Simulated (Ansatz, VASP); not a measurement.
**Two plane-wave programs on Ta4Co7Si3W2**

```
Co Ta Si W
1.0
     5.85366   -0.01501   -0.07213
    -0.01501    6.04779    0.08764
    -0.07213    0.08764    6.31424
Co Ta Si W
7 4 3 2
Direct
  0.61156 0.65616 0.59023
  0.34560 0.59291 0.99379
  0.31139 0.93421 0.84693
  0.54988 0.03393 0.51033
  0.93654 0.11613 0.68268
  0.54585 0.36867 0.79104
  0.85742 0.99581 0.27105
  0.79343 0.37975 0.40731
  0.70274 0.82326 0.90273
  0.45040 0.15913 0.12526
  0.26217 0.37270 0.44380
  0.16588 0.93014 0.48423
  0.52091 0.75788 0.27296
  0.04918 0.66062 0.19034
  0.99245 0.25121 0.01119
  0.04330 0.58557 0.76397
```

Alike in both runs: task single point; functional PBE; k mesh 4 × 4 × 4; occupations fermi-dirac, width 0.2137 eV; no spin polarisation.

|  | VASP | Ansatz |
| --- | --- | --- |
| version | VASP 6.6.1 | Ansatz 0.2.0 |
| potentials or method | VASP PAW PBE potentials, release 64 (Co, Ta_pv, Si, W_sv), cutoff 520 eV | scalar-relativistic, plane waves, PAW |
| valence electrons in the cell | 147 | 211 |

|  | VASP | Ansatz | Ansatz less VASP |
| --- | --- | --- | --- |
| gap on the k mesh at the Fermi level (eV) | none | none | - |
| rms of the force components (eV/Å) | 1.099 | 1.101 | +0.0018 |

Atom by atom the forces differ by 0.021 eV/Å (rms over components). A gap of «none» marks a metal or a gap that the smearing closes. The functional is the same, so the differences come from potentials, cutoffs and numerics. VASP's potentials hold 147 valence electrons a cell and Ansatz's 211, so a difference there can come from the potentials and not from the codes.

Neither program's run includes spin-orbit coupling.
